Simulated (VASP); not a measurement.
# ZnS (P4_2/mnm) in VASP: single point with r2SCAN

Aim: the single point of ZnS with r2SCAN.

Program: VASP 6.6.1. These are calculated values, not measurements. Logs are shortened: lines on timing, memory, paths and dates and some standing lists are left out, and cuts for length are marked.

## Step 1: The cell of the first run

It takes space group P4_2/mnm (No. 136, tetragonal). The conventional cell has a = 6.630 Å, b = 6.630 Å, c = 3.862 Å, α = 90.00°, β = 90.00°, γ = 90.00°. Within 3.1 Å of Zn (site symmetry m2m) lie 4 S at 2.33 to 2.39 Å. Within 3.1 Å of S (site symmetry m2m) lie 4 Zn at 2.33 to 2.39 Å.

## Step 2: Single point, r2SCAN

POSCAR

```
ZnS
1.0
    6.6301741000      0.0000000000      0.0000000000
    0.0000000000      6.6301741000      0.0000000000
    0.0000000000      0.0000000000      3.8621460000
Zn S
4 4
Direct
    0.6751860000      0.6751860000      0.0000000000
    0.1751860000      0.8248140000      0.5000000000
    0.8248140000      0.1751860000      0.5000000000
    0.3248140000      0.3248140000      0.0000000000
    0.8142870000      0.8142870000      0.5000000000
    0.1857130000      0.1857130000      0.5000000000
    0.6857130000      0.3142870000      0.0000000000
    0.3142870000      0.6857130000      0.0000000000
```

INCAR.step1

```
SYSTEM = ZnS
PREC = Accurate
ENCUT = 520
ISMEAR = 0
SIGMA = 0.02
LREAL = .FALSE.
LASPH = .TRUE.
NELM = 80
NBANDS = 46
GGA = PE
ALGO = Normal
EDIFF = 1E-4
LWAVE = .TRUE.
LCHARG = .FALSE.
```

INCAR.step2

```
SYSTEM = ZnS
PREC = Accurate
ENCUT = 520
EDIFF = 1E-6
ISMEAR = 0
SIGMA = 0.02
LREAL = .FALSE.
LASPH = .TRUE.
NELM = 80
ALGO = Normal
ISIF = 2
LWAVE = .FALSE.
LCHARG = .FALSE.
METAGGA = R2SCAN
LMIXTAU = .TRUE.
NBANDS = 46
ISTART = 1
```

KPOINTS

```
regular mesh
0
G
  4 4 8
  0 0 0
```

Potentials or basis: VASP PAW PBE potentials, release 64 (Zn, S).

Command:

```console
$ cat potpaw_PBE.64/Zn/POTCAR potpaw_PBE.64/S/POTCAR > POTCAR
$ cp INCAR.step1 INCAR
$ mpirun -np 1 vasp_std > vasp.out
$ cp INCAR.step2 INCAR
$ mpirun -np 1 vasp_std > vasp.out
```

OUTCAR:

```text
SYSTEM = ZnS
   PREC = Accurate
   ENCUT = 520
   EDIFF = 1E-6
   ISMEAR = 0
   LREAL = .FALSE.
   LASPH = .TRUE.
   NELM = 80
   ISIF = 2
   METAGGA = R2SCAN
   ISTART = 1

 ion  position               nearest neighbor table
   1  0.675  0.675  0.000-   5 2.33   5 2.33   8 2.39   7 2.39
   2  0.175  0.825  0.500-   8 2.33   8 2.33   5 2.39   6 2.39
   3  0.825  0.175  0.500-   7 2.33   7 2.33   5 2.39   6 2.39
   4  0.325  0.325  0.000-   6 2.33   6 2.33   8 2.39   7 2.39
   5  0.814  0.814  0.500-   1 2.33   1 2.33   3 2.39   2 2.39
   6  0.186  0.186  0.500-   4 2.33   4 2.33   2 2.39   3 2.39
   7  0.686  0.314  0.000-   3 2.33   3 2.33   4 2.39   1 2.39
   8  0.314  0.686  0.000-   2 2.33   2 2.33   4 2.39   1 2.39

  LATTYP: Found a simple tetragonal cell.
 ALAT       =     6.6301741000
 C/A-ratio  =     0.5825104955

  Lattice vectors:

 A1 = (   6.6301741000,   0.0000000000,   0.0000000000)
 A2 = (   0.0000000000,   6.6301741000,   0.0000000000)
 A3 = (   0.0000000000,   0.0000000000,   3.8621460000)

Analysis of symmetry for initial positions (statically):
=====================================================================
 Subroutine PRICEL returns:
 Original cell was already a primitive cell.

 Routine SETGRP: Setting up the symmetry group for a
 simple tetragonal supercell.

 Subroutine GETGRP returns: Found 16 space group operations
 (whereof  8 operations were pure point group operations)
 out of a pool of 16 trial point group operations.

The static configuration has the point symmetry D_2h.
 The point group associated with its full space group is D_4h.

Analysis of symmetry for dynamics (positions and initial velocities):
=====================================================================
 Subroutine PRICEL returns:
 Original cell was already a primitive cell.

 Routine SETGRP: Setting up the symmetry group for a
 simple tetragonal supercell.

 Subroutine GETGRP returns: Found 16 space group operations
 (whereof  8 operations were pure point group operations)
 out of a pool of 16 trial point group operations.

The dynamic configuration has the point symmetry D_2h.
 The point group associated with its full space group is D_4h.

 Subroutine INISYM returns: Found 16 space group operations
 (whereof  8 operations are pure point group operations),
 and found     1 'primitive' translations

----------------------------------------------------------------------------------------

                                     Primitive cell

  volume of cell :     169.7769

  direct lattice vectors                    reciprocal lattice vectors
     6.630174100  0.000000000  0.000000000     0.150825602  0.000000000  0.000000000
     0.000000000  6.630174100  0.000000000     0.000000000  0.150825602  0.000000000
     0.000000000  0.000000000  3.862146000     0.000000000  0.000000000  0.258923407

  length of vectors
     6.630174100  6.630174100  3.862146000     0.150825602  0.150825602  0.258923407

  position of ions in fractional coordinates (direct lattice)
     0.675186000  0.675186000  0.000000000
     0.175186000  0.824814000  0.500000000
     0.824814000  0.175186000  0.500000000
     0.324814000  0.324814000  0.000000000
     0.814287000  0.814287000  0.500000000
     0.185713000  0.185713000  0.500000000
     0.685713000  0.314287000  0.000000000
     0.314287000  0.685713000  0.000000000

  ion indices of the primitive-cell ions
   primitive index   ion index
                 1           1
                 2           2
                 3           3
                 4           4
                 5           5
                 6           6
                 7           7
                 8           8

----------------------------------------------------------------------------------------

 KPOINTS: regular mesh

Automatic generation of k-mesh.
 Grid dimensions read from file:
 generate k-points for:    4    4    8

 Generating k-lattice:

  Cartesian coordinates                     Fractional coordinates (reciprocal lattice)
     0.037706401  0.000000000  0.000000000     0.250000000  0.000000000  0.000000000
     0.000000000  0.037706401  0.000000000     0.000000000  0.250000000  0.000000000
     0.000000000  0.000000000  0.032365426     0.000000000  0.000000000  0.125000000

  Length of vectors
     0.037706401  0.037706401  0.032365426

  Shift w.r.t. Gamma in fractional coordinates (k-lattice)
     0.000000000  0.000000000  0.000000000

 Subroutine IBZKPT returns following result:
 ===========================================

 Found     30 irreducible k-points:

 Following reciprocal coordinates:
            Coordinates               Weight
  0.000000  0.000000  0.000000      1.000000
  0.250000  0.000000  0.000000      4.000000
  0.500000  0.000000  0.000000      2.000000
  0.250000  0.250000  0.000000      4.000000
  0.500000  0.250000  0.000000      4.000000
  0.500000  0.500000  0.000000      1.000000
[... 16 lines left out ...]
  0.500000  0.250000  0.375000      8.000000
  0.500000  0.500000  0.375000      2.000000
 [... further k-points ...]
   k-points           NKPTS =     30   k-points in BZ     NKDIM =     30   number of bands    NBANDS=     46
   number of dos      NEDOS =    301   number of ions     NIONS =      8
   total plane-waves  NPLWV =  75000
   dimension x,y,z NGX =    50 NGY =   50 NGZ =   30
   dimension x,y,z NGXF=   100 NGYF=  100 NGZF=   60
   ions per type =               4   4
   NGX,Y,Z   is equivalent  to a cutoff of  12.54, 12.54, 12.91 a.u.
   NGXF,Y,Z  is equivalent  to a cutoff of  25.07, 25.07, 25.83 a.u.
 SYSTEM =  ZnS
   PREC   = accura    normal or accurate (medium, high low for compatibility)
   ISTART =      1    job   : 0-new  1-cont  2-samecut
   ICHARG =      0    charge: 1-file 2-atom 10-const
   ISPIN  =      1    spin polarized calculation?
   LNONCOLLINEAR =      F non collinear calculations
   LSORBIT =      F    spin-orbit coupling
   LASPH  =      T    aspherical Exc in radial PAW
   ENCUT  =  520.0 eV  38.22 Ry    6.18 a.u.  12.33 12.33  7.18*2*pi/ulx,y,z
   NELM   =     80;   NELMIN=  2; NELMDL=  0     # of ELM steps
   EDIFF  = 0.1E-05   stopping-criterion for ELM
   LREAL  =      F    real-space projection
   EDIFFG = 0.1E-04   stopping-criterion for IOM
   NSW    =      0    number of steps for IOM
   IBRION =     -1    ionic relax: 0-MD 1-quasi-New 2-CG
   NFREE  =      0    steps in history (QN), initial steepest desc. (CG)
   ISIF   =      2    stress and relaxation
   ISYM   =      2    0-nonsym 1-usesym 2-fastsym
   POTIM  = 0.5000    time-step for ionic-motion
   TEBEG  =    0.0;   TEEND  =   0.0 temperature during run
   PSTRESS=    0.0 pullay stress
   NELECT =      72.0000    total number of electrons
   NUPDOWN=      -1.0000    fix difference up-down
   EMIN   =  10.00;   EMAX   =-10.00  energy-range for DOS
   EFERMI =   0.00;   METHOD = LEGACY
   ISMEAR =     0;   SIGMA  =   0.02  broadening in eV -4-tet -1-fermi 0-gaus
   EFERMI_NEDOS =   21; number of points for ismear=-14 and -15
   IALGO  =     38    algorithm
   IMIX   =      4    mixing-type and parameters
     AMIX     =   0.40;   BMIX     =  1.00
     AMIX_MAG =   1.60;   BMIX_MAG =  1.00
  volume/ion in A,a.u.               =      21.22       143.21
  Fermi-wavevector in a.u.,A,eV,Ry     =   1.229965  2.324297 20.583088  1.512814
  Thomas-Fermi vector in A             =   2.364832
   LORBIT       =      0    0 simple, 1 ext, 2 COOP (PROOUT), +10 PAW based schemes
   METAGGA = R2SCAN    functional components
   LHFCALC =     F    Hartree Fock is set to
   AEXX    =    0.0000 exact exchange contribution
   IVDW    =     0    specifies the selected vdW correction
   LEPSILON=     F    determine dielectric tensor
   LRPA    =     F    only Hartree local field effects (RPA)
 non-spin polarized calculation
 Gauss-broadening in eV      SIGMA  =   0.02
  energy-cutoff  :      520.00
  volume of cell :      169.78
 maximum number of plane-waves:      4600
 NGX is ok and might be reduce to    50
   NGX = 25   NGY = 25   NGZ = 15

 number of electron      71.9999933 magnetization

 Free energy of the ion-electron system (eV)
  ---------------------------------------------------
  ext. energy  EPLUGINS =         0.00000000
  ---------------------------------------------------
  free energy    TOTEN  =       -75.01928128 eV

  energy without entropy =      -75.01928128  energy(sigma->0) =      -75.01928128

 E-fermi :   1.2968     XC(G=0):  -9.8449

 val. band max:        1.1716592563   @ k =   0.0000   0.0000   0.0000
 cond. band min:       3.8930644027   @ k =   0.0000   0.0000   0.0000
 fundamental gap:      2.7214051464
 Fermi energy:         1.2967905358

 k-point     1 :       0.0000    0.0000    0.0000
  band No.  band energies     occupation
      1     -12.2078      2.00000
      2     -11.3245      2.00000
      3     -11.3245      2.00000
      4     -11.1466      2.00000
      5      -5.2641      2.00000
      6      -5.2363      2.00000
[... 38 lines left out ...]
     45       8.7289      0.00000
     46       9.3009      0.00000

 k-point     2 :       0.2500    0.0000    0.0000
  band No.  band energies     occupation
      1     -12.1102      2.00000
      2     -11.5243      2.00000
      3     -11.2772      2.00000
      4     -11.1137      2.00000
      5      -5.2635      2.00000
      6      -5.2131      2.00000
[... 38 lines left out ...]
     45       8.6784      0.00000
     46       8.6983      0.00000

 k-point     3 :       0.5000    0.0000    0.0000
  band No.  band energies     occupation
      1     -11.8496      2.00000
      2     -11.8496      2.00000
      3     -11.1741      2.00000
      4     -11.1741      2.00000
      5      -5.2440      2.00000
      6      -5.2440      2.00000
[... 1018 lines left out ...]
     45       8.7036      0.00000
     46       8.7036      0.00000

 k-point    24 :       0.5000    0.5000    0.3750
  band No.  band energies     occupation
      1     -11.4023      2.00000
      2     -11.4023      2.00000
      3     -11.0778      2.00000
      4     -11.0778      2.00000
      5      -5.1100      2.00000
      6      -5.1100      2.00000
[... 38 lines left out ...]
     45       9.4763      0.00000
     46       9.4763      0.00000

 [... further k-points ...]

------------------------ aborting loop because EDIFF is reached ----------------------------------------

  FORCE on cell =-STRESS in cart. coord.  units (eV):
  Direction    XX          YY          ZZ          XY          YZ          ZX
  --------------------------------------------------------------------------------------
  -------------------------------------------------------------------------------------
  Total       -2.1118391     -2.1118391     -2.4116516      0.0000000      0.0000000      0.0000000
  in kB      -19.9293374    -19.9293374    -22.7586555      0.0000000      0.0000000      0.0000000
  external PRESSURE =     -20.8724435 kB  Pullay stress =       0.0000000 kB

 VOLUME and BASIS-vectors are now :
 -----------------------------------------------------------------------------
  energy-cutoff  :      520.00
  volume of cell :      169.78
      direct lattice vectors                 reciprocal lattice vectors
     6.630174100  0.000000000  0.000000000     0.150825602  0.000000000  0.000000000
     0.000000000  6.630174100  0.000000000     0.000000000  0.150825602  0.000000000
     0.000000000  0.000000000  3.862146000     0.000000000  0.000000000  0.258923407

 POSITION                                       TOTAL-FORCE (eV/Angst)
 -----------------------------------------------------------------------------------
      4.47660      4.47660      0.00000        -0.038670     -0.038670      0.000000
      1.16151      5.46866      1.93107        -0.038670      0.038670      0.000000
      5.46866      1.16151      1.93107         0.038670     -0.038670      0.000000
      2.15357      2.15357      0.00000         0.038670      0.038670      0.000000
      5.39886      5.39886      1.93107        -0.023165     -0.023165     -0.000000
      1.23131      1.23131      1.93107         0.023165      0.023165      0.000000
      4.54640      2.08378      0.00000         0.023165     -0.023165      0.000000
      2.08378      4.54640      0.00000        -0.023165      0.023165      0.000000
 -----------------------------------------------------------------------------------
    total drift:                                0.000000      0.000000     -0.000000

  FREE ENERGIE OF THE ION-ELECTRON SYSTEM (eV)
  ---------------------------------------------------
  free  energy   TOTEN  =       -75.0192812849 eV

  energy  without entropy=      -75.0192812849  energy(sigma->0) =      -75.01928128
```

It took 7.4 min on 1 thread of AMD EPYC 9R45 (Zen 5), shared host; peak memory 0.36 GiB.

What came out:

| Quantity | Value |
| --- | --- |
| Free energy | -75.0193 eV |
| Pressure | -2.1 GPa |
| Largest force | 0.055 eV/Å |
| Band gap on the k mesh | 2.72 eV |

Forces on the atoms (eV/Å):
```
Zn  -0.039 -0.039  0.000
Zn  -0.039  0.039  0.000
Zn   0.039 -0.039  0.000
Zn   0.039  0.039  0.000
S   -0.023 -0.023  0.000
S    0.023  0.023  0.000
S    0.023 -0.023  0.000
S   -0.023  0.023  0.000
```

Stress tensor (GPa, compression positive):
```
-1.99  0.00  0.00
 0.00 -1.99  0.00
 0.00  0.00 -2.28
```

Levels at points of the mesh, in eV from the valence-band top:
```csv
k point,band 32,band 33,band 34,band 35,band 36,band 37,band 38,band 39,band 40,band 41
"(0.00, 0.00, 0.00)",-0.85,-0.22,-0.01,0.00,0.00,2.72,3.97,4.06,4.06,6.22
"(0.50, 0.00, 0.00)",-1.54,-0.50,-0.50,-0.44,-0.44,4.07,4.07,4.46,4.46,5.85
"(0.50, 0.50, 0.00)",-1.17,-0.94,-0.94,-0.88,-0.88,4.42,4.42,4.84,4.84,5.47
"(0.00, 0.00, 0.50)",-1.83,-1.62,-1.62,-1.45,-1.45,4.88,4.88,5.79,5.79,6.65
"(0.50, 0.00, 0.50)",-1.95,-1.49,-1.49,-0.89,-0.89,4.32,4.32,5.04,5.04,5.87
"(0.50, 0.50, 0.50)",-1.36,-1.28,-1.28,-1.16,-1.16,3.66,3.66,4.67,4.67,5.04
```

Caveat: the PAW data sets were made with another functional, which shifts forces and pressure a little.
